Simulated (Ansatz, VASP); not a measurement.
## Two plane-wave programs on GdO

```xyz
2
Lattice="0.0000 2.6629 2.6629 2.6629 0.0000 2.6629 2.6629 2.6629 0.0000" Properties=species:S:1:pos:R:3 pbc="T T T"
Gd    0.0000    0.0000    0.0000
O     1.3314    1.3314    1.3314
```

Alike in both runs: task single point; functional BLYP; dispersion D3(BJ); k mesh 8 × 8 × 8; occupations gaussian, width 0.05 eV; collinear spin; Hubbard terms Gd f U = 6.0 eV.

```csv
,VASP,Ansatz
version,VASP 6.6.1,Ansatz 0.2.0
potentials or method,"VASP PAW PBE potentials, release 64 (Gd, O), cutoff 520 eV","scalar-relativistic, plane waves, PAW"
valence electrons in the cell,24,24
```

```csv
,VASP,Ansatz,Ansatz less VASP
gap on the k mesh at the Fermi level (eV),none,none,-
pressure (GPa),2.5,2.2,-0.26
net moment per atom (μB),3.95,3.95,-0.003
size of the moment on the site where the two differ most (μB),7.08,7.00,-0.080
```

VASP's potentials were made for PBE, not for BLYP. Site moments also hang on the region over which each program counts them. The programs project onto different local orbitals, so the same U acts differently, and such runs can settle in different states. A gap of «none» marks a metal or a gap that the smearing closes. Ansatz's warnings: filled band counts differ across k points.

Spin-orbit coupling is off throughout.
